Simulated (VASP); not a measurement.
# CuAu (P4/mmm) in VASP: a series of runs, part 2 of 2

VASP 6.6.1. Earlier steps stand in the parts before.

## Step 3: Single point, PBE (volume scaled by 0.98)

INCAR

```
SYSTEM = CuAu
PREC     = Accurate       ! precision mode
ENCUT    = 520            ! plane-wave cutoff, eV
EDIFF    = 1E-7           ! SCF threshold, eV
ISMEAR   = -1             ! smearing method
SIGMA    = 0.05           ! smearing width, eV
LREAL    = .FALSE.        ! projectors in reciprocal space
LASPH    = .TRUE.         ! aspherical terms in the spheres
NELM     = 100            ! most SCF steps
ALGO     = Normal         ! electronic algorithm
ISIF     = 2              ! what is computed and relaxed
LWAVE    = .FALSE.        ! write WAVECAR
LCHARG   = .FALSE.        ! write CHGCAR
GGA      = PE             ! functional
NBANDS   = 18             ! bands
```

KPOINTS

```
regular mesh
0
G
  13 13 10
  0 0 0
```

POSCAR

```
CuAu
1.0
    2.7812074875      0.0000000000      0.0000000000
    0.0000000000      2.7812074875      0.0000000000
    0.0000000000      0.0000000000      3.6453683854
Cu Au
1 1
Direct
    0.5000000000      0.5000000000      0.5000000000
    0.0000000000      0.0000000000      0.0000000000
```

Potentials or basis: VASP PAW PBE potentials, release 64 (Cu, Au).

The run is started by

```sh
cat potpaw_PBE.64/Cu/POTCAR potpaw_PBE.64/Au/POTCAR > POTCAR
mpirun -np 1 vasp_std > vasp.out
```

OUTCAR:

```text
SYSTEM = CuAu
   PREC = Accurate
   ENCUT = 520
   EDIFF = 1E-7
   ISMEAR = -1
   LREAL = .FALSE.
   LASPH = .TRUE.
   NELM = 100
   ISIF = 2
   GGA = PE

 ion  position               nearest neighbor table
   1  0.500  0.500  0.500-   2 2.68   2 2.68   2 2.68   2 2.68   2 2.68   2 2.68   2 2.68   2 2.68

   2  0.000  0.000  0.000-   1 2.68   1 2.68   1 2.68   1 2.68   1 2.68   1 2.68   1 2.68   1 2.68

  LATTYP: Found a simple tetragonal cell.
 ALAT       =     2.7812074875
 C/A-ratio  =     1.3107142857

  Lattice vectors:

 A1 = (   2.7812074875,   0.0000000000,   0.0000000000)
 A2 = (   0.0000000000,   2.7812074875,   0.0000000000)
 A3 = (   0.0000000000,   0.0000000000,   3.6453683854)

Analysis of symmetry for initial positions (statically):
=====================================================================
 Subroutine PRICEL returns:
 Original cell was already a primitive cell.

 Routine SETGRP: Setting up the symmetry group for a
 simple tetragonal supercell.

 Subroutine GETGRP returns: Found 16 space group operations
 (whereof 16 operations were pure point group operations)
 out of a pool of 16 trial point group operations.

The static configuration has the point symmetry D_4h.

Analysis of symmetry for dynamics (positions and initial velocities):
=====================================================================
 Subroutine PRICEL returns:
 Original cell was already a primitive cell.

 Routine SETGRP: Setting up the symmetry group for a
 simple tetragonal supercell.

 Subroutine GETGRP returns: Found 16 space group operations
 (whereof 16 operations were pure point group operations)
 out of a pool of 16 trial point group operations.

The dynamic configuration has the point symmetry D_4h.

 Subroutine INISYM returns: Found 16 space group operations
 (whereof 16 operations are pure point group operations),
[... 110 lines left out ...]
   EFERMI =   0.00;   METHOD = LEGACY
   ISMEAR =    -1;   SIGMA  =   0.05  broadening in eV -4-tet -1-fermi 0-gaus
   EFERMI_NEDOS =   21; number of points for ismear=-14 and -15
   IALGO  =     38    algorithm
   IMIX   =      4    mixing-type and parameters
     AMIX     =   0.40;   BMIX     =  1.00
     AMIX_MAG =   1.60;   BMIX_MAG =  1.00
  volume/ion in A,a.u.               =      14.10        95.14
  Fermi-wavevector in a.u.,A,eV,Ry     =   1.507115  2.848034 30.904204  2.271395
  Thomas-Fermi vector in A             =   2.617743
   LORBIT       =      0    0 simple, 1 ext, 2 COOP (PROOUT), +10 PAW based schemes
   GGA     = PE    functional components
   LHFCALC =     F    Hartree Fock is set to
   AEXX    =    0.0000 exact exchange contribution
   IVDW    =     0    specifies the selected vdW correction
   LEPSILON=     F    determine dielectric tensor
   LRPA    =     F    only Hartree local field effects (RPA)
 non-spin polarized calculation
  energy-cutoff  :      520.00
  volume of cell :       28.20
 maximum number of plane-waves:       776
 NGX is ok and might be reduce to    24
   NGX = 11   NGY = 11   NGZ = 13

 number of electron      22.0000007 magnetization

 Free energy of the ion-electron system (eV)
  ---------------------------------------------------
  ext. energy  EPLUGINS =         0.00000000
  ---------------------------------------------------
  free energy    TOTEN  =        -7.00846010 eV

  energy without entropy =       -7.00426832  energy(sigma->0) =       -7.00636421

 E-fermi :   9.2522     XC(G=0): -12.8534

 val. band max:        9.2471196178   @ k =   0.4615   0.3846   0.1000
 cond. band min:       9.2933715942   @ k =   0.4615   0.0769   0.4000
 fundamental gap:      0.0462519764
 Fermi energy:         9.2522289400

 k-point     1 :       0.0000    0.0000    0.0000
  band No.  band energies     occupation
      1      -0.8606      2.00000
      2       2.3399      2.00000
      3       2.5086      2.00000
      4       5.0221      2.00000
      5       5.0221      2.00000
      6       6.1348      2.00000
[... 481 lines left out ...]
      5       5.1948      2.00000
      6       6.3701      2.00000
[... 10 lines left out ...]
     17      22.5704      0.00000
     18      22.7589      0.00000

 [... further k-points ...]

------------------------ aborting loop because EDIFF is reached ----------------------------------------

  FORCE on cell =-STRESS in cart. coord.  units (eV):
  Direction    XX          YY          ZZ          XY          YZ          ZX
  --------------------------------------------------------------------------------------
  -------------------------------------------------------------------------------------
  Total        1.8297230      1.8297230      1.8283249      0.0000000     -0.0000000      0.0000000
  in kB      103.9651371    103.9651371    103.8856936      0.0000000     -0.0000000      0.0000000
  external PRESSURE =     103.9386560 kB  Pullay stress =       0.0000000 kB

 VOLUME and BASIS-vectors are now :
 -----------------------------------------------------------------------------
  energy-cutoff  :      520.00
  volume of cell :       28.20
      direct lattice vectors                 reciprocal lattice vectors
     2.781207488  0.000000000  0.000000000     0.359556058  0.000000000  0.000000000
     0.000000000  2.781207488  0.000000000     0.000000000  0.359556058  0.000000000
     0.000000000  0.000000000  3.645368385     0.000000000  0.000000000  0.274320698

 POSITION                                       TOTAL-FORCE (eV/Angst)
 -----------------------------------------------------------------------------------
      1.39060      1.39060      1.82268         0.000000      0.000000      0.000000
      0.00000      0.00000      0.00000         0.000000      0.000000      0.000000
 -----------------------------------------------------------------------------------
    total drift:                                0.000000      0.000000     -0.000000

  FREE ENERGIE OF THE ION-ELECTRON SYSTEM (eV)
  ---------------------------------------------------
  free  energy   TOTEN  =        -7.0084601024 eV

  energy  without entropy=       -7.0042683162  energy(sigma->0) =       -7.00636421
```

OSZICAR:

```text
N       E                     dE             d eps       ncg     rms          rms(c)
DAV:   1     0.131498080666E+03    0.13150E+03   -0.10943E+04  6498   0.175E+03
DAV:   2    -0.264067932817E+01   -0.13414E+03   -0.12549E+03  6104   0.301E+02
DAV:   3    -0.792414756266E+01   -0.52835E+01   -0.51782E+01  7134   0.702E+01
DAV:   4    -0.799674867943E+01   -0.72601E-01   -0.72535E-01  7524   0.681E+00
DAV:   5    -0.799856707464E+01   -0.18184E-02   -0.18183E-02  7894   0.110E+00    0.123E+01
DAV:   6    -0.741318818576E+01    0.58538E+00   -0.64201E+00  6530   0.690E+01    0.556E+00
DAV:   7    -0.709480613110E+01    0.31838E+00   -0.27502E+00  7392   0.739E+01    0.626E+00
DAV:   8    -0.701496557350E+01    0.79841E-01   -0.28278E-01  7770   0.134E+01    0.281E+00
DAV:   9    -0.700914223165E+01    0.58233E-02   -0.11960E-02  9014   0.136E+00    0.213E-01
DAV:  10    -0.700848566582E+01    0.65657E-03   -0.42307E-03  6648   0.181E+00    0.612E-02
DAV:  11    -0.700846156493E+01    0.24101E-04   -0.26968E-04  9306   0.413E-01    0.154E-02
DAV:  12    -0.700846026298E+01    0.13019E-05   -0.46089E-06  9360   0.361E-02    0.418E-03
DAV:  13    -0.700846002044E+01    0.24254E-06   -0.40463E-07  6822   0.972E-03    0.209E-03
DAV:  14    -0.700846010237E+01   -0.81928E-07   -0.10234E-07  3460   0.103E-02
   1 F= -.70084601E+01 E0= -.70063642E+01  d E =-.419179E-02
```

Wall time 46 s (1 thread of Intel Xeon 6975P-C, shared host); peak memory 0.22 GiB.

What came out:

* Free energy: -7.0085 eV
* Pressure: 10.4 GPa
* Band gap on the k mesh: zero (band 11 reaches 13.77 eV, above the bottom of band 12 at 7.19 eV)

Caveat: spin-orbit coupling is left out, which moves the levels of the heavy elements.
